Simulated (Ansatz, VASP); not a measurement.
# One calculation of MgO, two programs

Contents of INCAR:

```
  PREC = Accurate
  ENCUT = 520
  EDIFF = 1E-6
  ISMEAR = 0
  SIGMA = 0.05
  LREAL = Auto
  LASPH = T
  NELM = 60
  ALGO = Normal
  ISIF = 2
  LWAVE = F
  LCHARG = F
  GGA = PS
  NBANDS = 46
```

File KPOINTS:

```
regular mesh
0
Gamma
  6 6 6
```

The input POSCAR:

```
MgO
1.0
    0.0000000000      4.2142114403     -4.2142114403
    4.2142114403      4.2142114403      0.0000000000
    4.2142114403      0.0000000000     -4.2142114403
Mg O
8 8
Direct
    0.0000000000      0.0000000000      0.5000000000
    0.0000000000      0.5000000000      0.5000000000
    0.5000000000      0.0000000000      0.5000000000
    0.5000000000      0.5000000000      0.5000000000
    0.0000000000      0.0000000000      1.0000000000
    0.0000000000      0.5000000000      1.0000000000
    0.5000000000      0.0000000000      1.0000000000
    0.5000000000      0.5000000000      1.0000000000
    0.2500000000      0.7500000000      0.2500000000
    0.2500000000      0.2500000000      0.2500000000
    0.7500000000      0.7500000000      0.2500000000
    0.7500000000      0.2500000000      0.2500000000
    0.2500000000      0.7500000000      0.7500000000
    0.2500000000      0.2500000000      0.7500000000
    0.7500000000      0.7500000000      0.7500000000
    0.7500000000      0.2500000000      0.7500000000
```

Input for Ansatz:

```yaml
crystal:
  lattice:
    - [0.0, 4.2142114403, -4.2142114403]
    - [4.2142114403, 4.2142114403, 0.0]
    - [4.2142114403, 0.0, -4.2142114403]
  atoms:
    - { symbol: Mg, position: [0.0, 0.0, 0.5] }
    - { symbol: Mg, position: [0.0, 0.5, 0.5] }
    - { symbol: Mg, position: [0.5, 0.0, 0.5] }
    - { symbol: Mg, position: [0.5, 0.5, 0.5] }
    - { symbol: Mg, position: [0.0, 0.0, 1.0] }
    - { symbol: Mg, position: [0.0, 0.5, 1.0] }
    - { symbol: Mg, position: [0.5, 0.0, 1.0] }
    - { symbol: Mg, position: [0.5, 0.5, 1.0] }
    - { symbol: O, position: [0.25, 0.75, 0.25] }
    - { symbol: O, position: [0.25, 0.25, 0.25] }
    - { symbol: O, position: [0.75, 0.75, 0.25] }
    - { symbol: O, position: [0.75, 0.25, 0.25] }
    - { symbol: O, position: [0.25, 0.75, 0.75] }
    - { symbol: O, position: [0.25, 0.25, 0.75] }
    - { symbol: O, position: [0.75, 0.75, 0.75] }
    - { symbol: O, position: [0.75, 0.25, 0.75] }
basis:
  ecutwfc: 420
kpoints:
  mp_grid: { grid: [6, 6, 6] }
hamiltonian:
  xc: pbesol
scf:
  occupations: { method: gaussian, width: 0.05 }
output:
  forces: true
  stress: true
  eigenvalues: true
```

Alike in both runs: task single point; functional PBEsol; k mesh 6 × 6 × 6; occupations gaussian, width 0.05 eV; no spin polarisation.

```csv
,VASP,Ansatz
version,VASP 6.6.1,Ansatz 0.2.0
potentials or method,"VASP PAW PBE potentials, release 64 (Mg, O), cutoff 520 eV","scalar-relativistic, plane waves, PAW"
valence electrons in the cell,64,128
```

Ansatz gave:

```
gap on the k mesh at the Fermi level (eV) : 4.62
least direct gap on the mesh (eV)         : 4.62
pressure (GPa)                            : 0.0
```

Problem. Estimate VASP's values.

Solution. gap on the k mesh at the Fermi level (eV): 4.62; least direct gap on the mesh (eV): 4.62; pressure (GPa): -0.5.

VASP's potentials were made for PBE, not for PBEsol. VASP's potentials hold 64 valence electrons a cell and Ansatz's 128, so a difference there can come from the potentials and not from the codes.
